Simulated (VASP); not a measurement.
# Cd2SnO3 (P4mm) in VASP: a series of runs

Cd2SnO3 is run at these levels: PBE; tasks: single point, relaxation of cell and atoms.

Everything below comes from runs of VASP 6.6.1. Logs are shortened: lines on timing, memory, paths and dates and some standing lists are left out, and cuts for length are marked.

## (1) The cell of the first run

It takes space group P4mm (No. 99, tetragonal). The conventional cell has a = 3.300 Å, b = 3.300 Å, c = 8.346 Å, α = 90.00°, β = 90.00°, γ = 90.00°. Within 2.9 Å of Cd (site symmetry 4mm) lie 6 O at 2.21 to 2.40 Å. Cd (site symmetry 4mm) has 5 O at 2.40 to 3.35 Å and 1 Sn at 2.91 Å and 4 Cd at 3.30 Å within 3.4 Å. Within 3.0 Å of Sn (site symmetry 4mm) lie 5 O at 2.09 to 2.35 Å and 1 Cd at 2.91 Å. O (site symmetry 4mm) has 5 Cd at 2.21 to 2.40 Å within 2.9 Å. Within 3.1 Å of O (site symmetry 4mm) lie 1 Cd at 2.34 Å and 4 Sn at 2.35 Å and 4 O at 2.94 Å. Within 2.8 Å of O (site symmetry 4mm) lie 1 Sn at 2.09 Å and 4 Cd at 2.40 Å.

The cell was generated, and may not be a known phase.

## (2) Single point, PBE

INCAR reads:

```
SYSTEM = Cd2SnO3
PREC = Accurate
ENCUT = 520
EDIFF = 1E-7
ISMEAR = 0
SIGMA = 0.1
LREAL = .FALSE.
LASPH = .TRUE.
NELM = 60
ALGO = Normal
ISIF = 2
LWAVE = .FALSE.
LCHARG = .TRUE.
GGA = PE
LELF = .TRUE.
LVHAR = .TRUE.
NBANDS = 37
```

KPOINTS reads:

```
Automatic mesh
0
G
  6 6 2
  0 0 0
```

POSCAR reads:

```
Cd2SnO3
1.0
    3.2997340071      0.0000000000      0.0000000000
    0.0000000000      3.2997340071      0.0000000000
    0.0000000000      0.0000000000      8.3461119681
Cd Sn O
2 1 3
Direct
    0.0000000000      0.0000000000     -0.0938654423
    0.5000000000      0.5000000000      0.5712810952
    0.5000000000      0.5000000000      0.2228629290
    0.0000000000      0.0000000000      0.6409599356
    0.0000000000      0.0000000000      0.1861681039
    0.5000000000      0.5000000000      0.9725933886
```

Potentials or basis: VASP PAW PBE potentials, release 64 (Cd, Sn_d, O).

Run with:

```
> cat potpaw_PBE.64/Cd/POTCAR potpaw_PBE.64/Sn_d/POTCAR potpaw_PBE.64/O/POTCAR > POTCAR
> mpirun -np 1 vasp_std > vasp.out
```

OUTCAR:

```text
SYSTEM = Cd2SnO3
   PREC = Accurate
   ENCUT = 520
   EDIFF = 1E-7
   ISMEAR = 0
   LREAL = .FALSE.
   LASPH = .TRUE.
   NELM = 60
   ISIF = 2
   GGA = PE

 ion  position               nearest neighbor table
   1  0.000  0.000  0.906-   4 2.21   5 2.34   6 2.40   6 2.40   6 2.40   6 2.40   3 3.53   3 3.53
                             3 3.53   3 3.53   2 3.64   2 3.64   2 3.64   2 3.64
   2  0.500  0.500  0.571-   4 2.40   4 2.40   4 2.40   4 2.40   3 2.91   1 3.64   1 3.64   1 3.64
                             1 3.64
   3  0.500  0.500  0.223-   6 2.09   5 2.35   5 2.35   5 2.35   5 2.35   2 2.91   1 3.53   1 3.53
                             1 3.53   1 3.53
   4  0.000  0.000  0.641-   1 2.21   2 2.40   2 2.40   2 2.40   2 2.40
   5  0.000  0.000  0.186-   1 2.34   3 2.35   3 2.35   3 2.35   3 2.35
   6  0.500  0.500  0.973-   3 2.09   1 2.40   1 2.40   1 2.40   1 2.40

  LATTYP: Found a simple tetragonal cell.
 ALAT       =     3.2997340071
 C/A-ratio  =     2.5293287126

  Lattice vectors:

 A1 = (   3.2997340071,   0.0000000000,   0.0000000000)
 A2 = (   0.0000000000,   3.2997340071,   0.0000000000)
 A3 = (   0.0000000000,   0.0000000000,   8.3461119681)

Analysis of symmetry for initial positions (statically):
=====================================================================
 Subroutine PRICEL returns:
 Original cell was already a primitive cell.

 Routine SETGRP: Setting up the symmetry group for a
 simple tetragonal supercell.

 Subroutine GETGRP returns: Found  8 space group operations
 (whereof  8 operations were pure point group operations)
 out of a pool of 16 trial point group operations.

The static configuration has the point symmetry C_4v.

Analysis of symmetry for dynamics (positions and initial velocities):
=====================================================================
 Subroutine PRICEL returns:
 Original cell was already a primitive cell.

 Routine SETGRP: Setting up the symmetry group for a
 simple tetragonal supercell.

 Subroutine GETGRP returns: Found  8 space group operations
 (whereof  8 operations were pure point group operations)
 out of a pool of 16 trial point group operations.

The dynamic configuration has the point symmetry C_4v.

 Subroutine INISYM returns: Found  8 space group operations
 (whereof  8 operations are pure point group operations),
 and found     1 'primitive' translations

----------------------------------------------------------------------------------------

                                     Primitive cell

  volume of cell :      90.8745

  direct lattice vectors                    reciprocal lattice vectors
     3.299734007  0.000000000  0.000000000     0.303054730  0.000000000  0.000000000
     0.000000000  3.299734007  0.000000000     0.000000000  0.303054730  0.000000000
     0.000000000  0.000000000  8.346111968     0.000000000  0.000000000  0.119816269

  length of vectors
     3.299734007  3.299734007  8.346111968     0.303054730  0.303054730  0.119816269

  position of ions in fractional coordinates (direct lattice)
     0.000000000  0.000000000  0.906134558
     0.500000000  0.500000000  0.571281095
     0.500000000  0.500000000  0.222862929
     0.000000000  0.000000000  0.640959936
     0.000000000  0.000000000  0.186168104
     0.500000000  0.500000000  0.972593389

  ion indices of the primitive-cell ions
   primitive index   ion index
                 1           1
                 2           2
                 3           3
                 4           4
                 5           5
                 6           6

----------------------------------------------------------------------------------------

 KPOINTS: Automatic mesh

Automatic generation of k-mesh.
 Grid dimensions read from file:
 generate k-points for:    6    6    2

 Generating k-lattice:

  Cartesian coordinates                     Fractional coordinates (reciprocal lattice)
     0.050509122  0.000000000  0.000000000     0.166666667  0.000000000  0.000000000
     0.000000000  0.050509122  0.000000000     0.000000000  0.166666667  0.000000000
     0.000000000  0.000000000  0.059908135     0.000000000  0.000000000  0.500000000

  Length of vectors
     0.050509122  0.050509122  0.059908135

  Shift w.r.t. Gamma in fractional coordinates (k-lattice)
     0.000000000  0.000000000  0.000000000

 Subroutine IBZKPT returns following result:
 ===========================================

 Found     20 irreducible k-points:

 Following reciprocal coordinates:
            Coordinates               Weight
  0.000000  0.000000  0.000000      1.000000
  0.166667  0.000000  0.000000      4.000000
  0.333333  0.000000  0.000000      4.000000
  0.500000  0.000000  0.000000      2.000000
  0.166667  0.166667  0.000000      4.000000
  0.333333  0.166667  0.000000      8.000000
[... 12 lines left out ...]
  0.500000  0.333333  0.500000      4.000000
  0.500000  0.500000  0.500000      1.000000
   k-points           NKPTS =     20   k-points in BZ     NKDIM =     20   number of bands    NBANDS=     37
   number of dos      NEDOS =    301   number of ions     NIONS =      6
   total plane-waves  NPLWV =  50176
   dimension x,y,z NGX =    28 NGY =   28 NGZ =   64
   dimension x,y,z NGXF=    56 NGYF=   56 NGZF=  128
   ions per type =               2   1   3
   NGX,Y,Z   is equivalent  to a cutoff of  14.11, 14.11, 12.75 a.u.
   NGXF,Y,Z  is equivalent  to a cutoff of  28.21, 28.21, 25.50 a.u.
 SYSTEM =  Cd2SnO3
   PREC   = accura    normal or accurate (medium, high low for compatibility)
   ISTART =      0    job   : 0-new  1-cont  2-samecut
   ICHARG =      2    charge: 1-file 2-atom 10-const
   ISPIN  =      1    spin polarized calculation?
   LNONCOLLINEAR =      F non collinear calculations
   LSORBIT =      F    spin-orbit coupling
   LASPH  =      T    aspherical Exc in radial PAW
   ENCUT  =  520.0 eV  38.22 Ry    6.18 a.u.   6.14  6.14 15.52*2*pi/ulx,y,z
   NELM   =     60;   NELMIN=  2; NELMDL= -5     # of ELM steps
   EDIFF  = 0.1E-06   stopping-criterion for ELM
   LREAL  =      F    real-space projection
   EDIFFG = 0.1E-05   stopping-criterion for IOM
   NSW    =      0    number of steps for IOM
   IBRION =     -1    ionic relax: 0-MD 1-quasi-New 2-CG
   NFREE  =      0    steps in history (QN), initial steepest desc. (CG)
   ISIF   =      2    stress and relaxation
   ISYM   =      2    0-nonsym 1-usesym 2-fastsym
   POTIM  = 0.5000    time-step for ionic-motion
   TEBEG  =    0.0;   TEEND  =   0.0 temperature during run
   PSTRESS=    0.0 pullay stress
   NELECT =      56.0000    total number of electrons
   NUPDOWN=      -1.0000    fix difference up-down
   EMIN   =  10.00;   EMAX   =-10.00  energy-range for DOS
   EFERMI =   0.00;   METHOD = LEGACY
   ISMEAR =     0;   SIGMA  =   0.10  broadening in eV -4-tet -1-fermi 0-gaus
   EFERMI_NEDOS =   21; number of points for ismear=-14 and -15
   IALGO  =     38    algorithm
   IMIX   =      4    mixing-type and parameters
     AMIX     =   0.40;   BMIX     =  1.00
     AMIX_MAG =   1.60;   BMIX_MAG =  1.00
  volume/ion in A,a.u.               =      15.15       102.21
  Fermi-wavevector in a.u.,A,eV,Ry     =   1.393125  2.632625 26.406158  1.940798
  Thomas-Fermi vector in A             =   2.516802
   LORBIT       =      0    0 simple, 1 ext, 2 COOP (PROOUT), +10 PAW based schemes
   GGA     = PE    functional components
   LHFCALC =     F    Hartree Fock is set to
   AEXX    =    0.0000 exact exchange contribution
   IVDW    =     0    specifies the selected vdW correction
   LEPSILON=     F    determine dielectric tensor
   LRPA    =     F    only Hartree local field effects (RPA)
 non-spin polarized calculation
 Gauss-broadening in eV      SIGMA  =   0.10
  energy-cutoff  :      520.00
  volume of cell :       90.87
 maximum number of plane-waves:      2480
 NGX is ok and might be reduce to    28
   NGX = 13   NGY = 13   NGZ = 31

 number of electron      56.0000032 magnetization

 Free energy of the ion-electron system (eV)
  ---------------------------------------------------
  ext. energy  EPLUGINS =         0.00000000
  ---------------------------------------------------
  free energy    TOTEN  =       -26.38902078 eV

  energy without entropy =      -26.38613544  energy(sigma->0) =      -26.38757811

 E-fermi :   3.5699     XC(G=0): -10.8679

 val. band max:        3.5127913765   @ k =   0.3333   0.0000   0.0000
 cond. band min:       4.0629914671   @ k =   0.1667   0.0000   0.5000
 fundamental gap:      0.5502000906
 Fermi energy:         3.5699222616

 k-point     1 :       0.0000    0.0000    0.0000
  band No.  band energies     occupation
      1     -17.4210      2.00000
      2     -17.3754      2.00000
      3     -17.1518      2.00000
      4     -17.0604      2.00000
      5     -17.0604      2.00000
      6     -14.8793      2.00000
[... 29 lines left out ...]
     36      14.7764      0.00000
     37      15.4311      0.00000

 k-point     2 :       0.1667    0.0000    0.0000
  band No.  band energies     occupation
      1     -17.3892      2.00000
      2     -17.3372      2.00000
      3     -17.1754      2.00000
      4     -17.0806      2.00000
      5     -17.0586      2.00000
      6     -14.7313      2.00000
[... 29 lines left out ...]
     36      13.2721      0.00000
     37      14.9925      0.00000

 k-point     3 :       0.3333    0.0000    0.0000
  band No.  band energies     occupation
      1     -17.3490      2.00000
      2     -17.2383      2.00000
      3     -17.2217      2.00000
      4     -17.1205      2.00000
      5     -17.0552      2.00000
      6     -14.3508      2.00000
[... 29 lines left out ...]
     36      12.3941      0.00000
     37      14.7914      0.00000
[... 601 lines left out ...]
 k-point    19 :       0.5000    0.3333    0.5000
  band No.  band energies     occupation
      1     -17.5566      2.00000
      2     -17.2283      2.00000
      3     -17.1408      2.00000
      4     -17.1188      2.00000
      5     -17.0993      2.00000
      6     -13.4882      2.00000
[... 29 lines left out ...]
     36      11.6886      0.00000
     37      12.2260      0.00000

 k-point    20 :       0.5000    0.5000    0.5000
  band No.  band energies     occupation
      1     -17.6419      2.00000
      2     -17.2114      2.00000
      3     -17.1146      2.00000
      4     -17.1146      2.00000
      5     -17.1080      2.00000
      6     -13.4644      2.00000
[... 29 lines left out ...]
     36      11.8666      0.00000
     37      11.8666      0.00000

------------------------ aborting loop because EDIFF is reached ----------------------------------------

  FORCE on cell =-STRESS in cart. coord.  units (eV):
  Direction    XX          YY          ZZ          XY          YZ          ZX
  --------------------------------------------------------------------------------------
  -------------------------------------------------------------------------------------
  Total        0.1986304      0.1986304      0.3349078      0.0000000      0.0000000      0.0000000
  in kB        3.5019848      3.5019848      5.9046450      0.0000000      0.0000000      0.0000000
  external PRESSURE =       4.3028715 kB  Pullay stress =       0.0000000 kB

 VOLUME and BASIS-vectors are now :
 -----------------------------------------------------------------------------
  energy-cutoff  :      520.00
  volume of cell :       90.87
      direct lattice vectors                 reciprocal lattice vectors
     3.299734007  0.000000000  0.000000000     0.303054730  0.000000000  0.000000000
     0.000000000  3.299734007  0.000000000     0.000000000  0.303054730  0.000000000
     0.000000000  0.000000000  8.346111968     0.000000000  0.000000000  0.119816269

 POSITION                                       TOTAL-FORCE (eV/Angst)
 -----------------------------------------------------------------------------------
      0.00000      0.00000      7.56270        -0.000000      0.000000     -0.026623
      1.64987      1.64987      4.76798        -0.000000     -0.000000     -0.041941
      1.64987      1.64987      1.86004        -0.000000      0.000000      0.089599
      0.00000      0.00000      5.34952        -0.000000      0.000000     -0.021523
      0.00000      0.00000      1.55378         0.000000      0.000000      0.031725
      1.64987      1.64987      8.11737        -0.000000      0.000000     -0.031236
 -----------------------------------------------------------------------------------
    total drift:                                0.000000      0.000000     -0.000837

  FREE ENERGIE OF THE ION-ELECTRON SYSTEM (eV)
  ---------------------------------------------------
  free  energy   TOTEN  =       -26.3890207827 eV

  energy  without entropy=      -26.3861354409  energy(sigma->0) =      -26.38757811
```

Run time: 2.7 min. Hardware: 1 thread of Oxide Virtual Turin-like, shared host; peak memory 0.21 GiB.

What came out:

```yaml
Free_energy: -26.3890 eV
Pressure: 0.4 GPa
Largest_force: 0.090 eV/Å
Band_gap_on_the_k_mesh: zero (bands 28 and 29 overlap by 0.59 eV)
```

Forces on the atoms (eV/Å):
```
Cd   0.000  0.000 -0.027
Cd   0.000  0.000 -0.042
Sn   0.000  0.000  0.090
O    0.000  0.000 -0.022
O    0.000  0.000  0.032
O    0.000  0.000 -0.031
```

Caveat: the k points lie up to 0.38 Å⁻¹ apart, too coarse for converged energies and pressures of a metal; semilocal functionals underestimate gaps, and a narrow one can read as zero; spin-orbit coupling is left out, which moves the levels of the heavy elements.

## (3) Single point, PBE

This run uses another cell than the first one, of 17.12 Å³/atom.

INCAR reads:

```
PREC = Accurate ; ENCUT = 520
EDIFF = 1E-6 ; ISMEAR = 0
SIGMA = 0.1 ; LREAL = False
LASPH = True ; NELM = 100
ALGO = Normal ; ISIF = 2
LWAVE = False ; LCHARG = False
GGA = PE ; NBANDS = 37
```

KPOINTS reads:

```
regular mesh
0
Gamma
  6 6 2
```

POSCAR reads:

```
Cd2SnO3
1.0
    3.4799084700      0.0000000000      0.0000000000
    0.0000000000      3.4799084700      0.0000000000
    0.0000000000      0.0000000000      8.4829479400
Cd Sn O
2 1 3
Direct
    0.0000000000      0.0000000000      0.0094770000
    0.5000000000      0.5000000000      0.4938240100
    0.5000000000      0.5000000000      0.1658110000
    0.0000000000      0.0000000000      0.6709480300
    0.0000000000      0.0000000000      0.3257620000
    0.5000000000      0.5000000000      0.8341779700
```

Potentials or basis: VASP PAW PBE potentials, release 64 (Cd, Sn_d, O).

Run with:

```
> cat potpaw_PBE.64/Cd/POTCAR potpaw_PBE.64/Sn_d/POTCAR potpaw_PBE.64/O/POTCAR > POTCAR
> mpirun -np 1 vasp_std > vasp.out
```

It took 3 min on 1 thread of Oxide Virtual Turin-like, shared host; peak memory 0.21 GiB.

It converged, with:

```
Free energy            : -17.5794 eV
Pressure               : -5.9 GPa
Largest force          : 4.039 eV/Å
Band gap on the k mesh : zero (bands 28 and 29 overlap by 0.19 eV)
```

Forces on the atoms (eV/Å):
```
Cd   0.000  0.000 -4.039
Cd   0.000  0.000  2.678
Sn   0.000  0.000  0.825
O    0.000  0.000 -0.980
O    0.000  0.000 -0.354
O    0.000  0.000  1.869
```

Stress tensor (GPa, compression positive):
```
 -3.68   0.00   0.00
  0.00  -3.68   0.00
  0.00   0.00 -10.47
```

Levels at points of the mesh, in eV from the Fermi level:
| k point | band 24 | band 25 | band 26 | band 27 | band 28 | band 29 | band 30 | band 31 | band 32 | band 33 |
| --- | --- | --- | --- | --- | --- | --- | --- | --- | --- | --- |
| (0.00, 0.00, 0.00) | -1.01 | -1.01 | -0.82 | -0.24 | 0.05 | 0.05 | 1.36 | 3.74 | 3.74 | 5.06 |
| (0.50, 0.00, 0.00) | -1.61 | -1.49 | -0.50 | -0.39 | -0.19 | 0.16 | 1.67 | 3.13 | 3.68 | 5.12 |
| (0.50, 0.50, 0.00) | -2.06 | -1.43 | -1.12 | -1.12 | -0.67 | 0.50 | 0.50 | 1.21 | 1.44 | 4.49 |
| (0.00, 0.00, 0.50) | -1.06 | -1.06 | -0.82 | -0.49 | 0.08 | 0.08 | 2.55 | 3.74 | 3.74 | 3.98 |
| (0.50, 0.00, 0.50) | -1.61 | -0.79 | -0.50 | -0.20 | -0.19 | -0.09 | 1.73 | 3.34 | 3.55 | 5.11 |
| (0.50, 0.50, 0.50) | -2.42 | -1.35 | -0.88 | -0.57 | -0.57 | 0.23 | 0.23 | 0.95 | 1.48 | 5.29 |

Caveat: the k points lie up to 0.37 Å⁻¹ apart; semilocal functionals underestimate gaps, and a narrow one can read as zero; spin-orbit coupling is left out, which moves the levels of the heavy elements; forces of over 1 eV/Å act on the atoms, so gaps and moduli don't describe the material at rest.

(Continued in part 2 of 2.)

The gap in the log of VASP goes by the Fermi energy; the results here count the filled bands.